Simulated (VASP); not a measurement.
Runs of VASP 6.6.1 on ReBPt. The structure is that of space group P-6m2 (No. 187), or close to it. The cells are those of the table. 

```csv
task,cell,k mesh,cutoff (eV),gap on the mesh (eV),pressure (GPa),relaxed volume (Å³/atom)
relaxation of cell and atoms,"relaxed from a = 3.762, b = 3.762, c = 3.302 Å, angles 90.0, 90.0, 120.0°, 3 atoms",6 × 6 × 6,600,none,0.0,(a)
relaxation of cell and atoms,"relaxed from a = 3.741, b = 3.741, c = 3.266 Å, angles 90.0, 90.0, 120.0°, 3 atoms",12 × 12 × 14,600,none,0.0,13.14
single point,"a = 3.762, b = 3.762, c = 3.302 Å, angles 90.0, 90.0, 120.0°, 3 atoms",6 × 6 × 6,520,none,-5.2,-
single point,"a = 3.753, b = 3.753, c = 3.235 Å, angles 90.0, 90.0, 120.0°, 3 atoms",12 × 12 × 14,520,none,0.2,-
single point,"a = 3.741, b = 3.741, c = 3.266 Å, angles 90.0, 90.0, 120.0°, 3 atoms",6 × 6 × 6,520,none,0.2,-
```

Alike in all rows: level PBE; potentials or basis VASP PAW PBE potentials, release 64 (Re, B, Pt); no spin polarisation; smearing gaussian 0.1 eV.

Question: Estimate the missing entries.

Answer: (a) 13.22.

Caveats: spin-orbit coupling is left out, which moves the levels of the heavy elements.

A k mesh can miss the band edges, and the runs leave out spin-orbit coupling on Pt, Re.

A gap of «none» marks levels without a gap at the run's occupations.
